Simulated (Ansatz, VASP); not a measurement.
# Sn: VASP beside Ansatz

Contents of INCAR:

```
ALGO = Fast ; DIPOL = 0.5 0.5 0.500
EDIFF = 1E-7 ; ENCUT = 520
GGA = PE ; IDIPOL = 3
ISIF = 2 ; ISMEAR = 0
LASPH = T ; LCHARG = T
LDIPOL = T ; LELF = T
LREAL = F ; LVACPOTAV = T
LVHAR = T ; LWAVE = F
NBANDS = 81 ; NELM = 60
PREC = Accurate ; SIGMA = 0.1
```

File KPOINTS:

```
k-points
0
Gamma
  8 8 1
```

POSCAR

```
Sn
1.0
    4.5009974398      0.0000000000      0.0000000000
    0.5736658210      4.4642900308      0.0000000000
    0.0000000000      0.0000000000     27.0156693515
Sn
10
Direct
    0.7739097980      0.7739097980      0.2776166640
    0.2173872474      0.2173872474      0.3037794094
    0.5478195959      0.5478195959      0.3822676456
    0.9912970454      0.9912970454      0.4084303910
    0.3217293939      0.3217293939      0.4869186273
    0.7652068434      0.7652068434      0.5130813727
    0.0956391918      0.0956391918      0.5915696090
    0.5391166413      0.5391166413      0.6177323544
    0.8695489898      0.8695489898      0.6962205906
    0.3130264393      0.3130264393      0.7223833360
```

Input for Ansatz:

```yaml
crystal:
  lattice:
    - [4.5009974398, 0.0, 0.0]
    - [0.573665821, 4.4642900308, 0.0]
    - [0.0, 0.0, 27.0156693515]
  atoms:
    - { symbol: Sn, position: [0.773909798, 0.773909798, 0.277616664] }
    - { symbol: Sn, position: [0.2173872474, 0.2173872474, 0.3037794094] }
    - { symbol: Sn, position: [0.5478195959, 0.5478195959, 0.3822676456] }
    - { symbol: Sn, position: [0.9912970454, 0.9912970454, 0.408430391] }
    - { symbol: Sn, position: [0.3217293939, 0.3217293939, 0.4869186273] }
    - { symbol: Sn, position: [0.7652068434, 0.7652068434, 0.5130813727] }
    - { symbol: Sn, position: [0.0956391918, 0.0956391918, 0.591569609] }
    - { symbol: Sn, position: [0.5391166413, 0.5391166413, 0.6177323544] }
    - { symbol: Sn, position: [0.8695489898, 0.8695489898, 0.6962205906] }
    - { symbol: Sn, position: [0.3130264393, 0.3130264393, 0.722383336] }
basis:
  ecutwfc: 420
kpoints:
  mp_grid: { grid: [8, 8, 1] }
hamiltonian:
  xc: pbe
scf:
  occupations: { method: gaussian, width: 0.1 }
output:
  forces: true
  stress: true
  eigenvalues: true
efield:
  axis: 3
  dipole_correction: true
```

Alike in both runs: task single point; functional PBE; k mesh 8 × 8 × 1; occupations gaussian, width 0.1 eV; no spin polarisation.

```csv
,VASP,Ansatz
version,VASP 6.6.1,Ansatz 0.2.0
potentials or method,"VASP PAW PBE potentials, release 64 (Sn_d), cutoff 520 eV","scalar-relativistic, plane waves, PAW"
valence electrons in the cell,140,140
```

|  | VASP | Ansatz | Ansatz less VASP |
| --- | --- | --- | --- |
| gap on the k mesh at the Fermi level (eV) | none | none | - |
| rms of the force components (eV/Å) | 0.115 | 0.116 | +0.0002 |
| work function, face that differs most (eV) | 4.06 | 4.06 | 0.000 |

Atom by atom the forces differ by 0.001 eV/Å (rms over components). A gap of «none» marks a metal or a gap that the smearing closes. With one functional, cell and mesh, what is left measures potentials, basis and numerics.
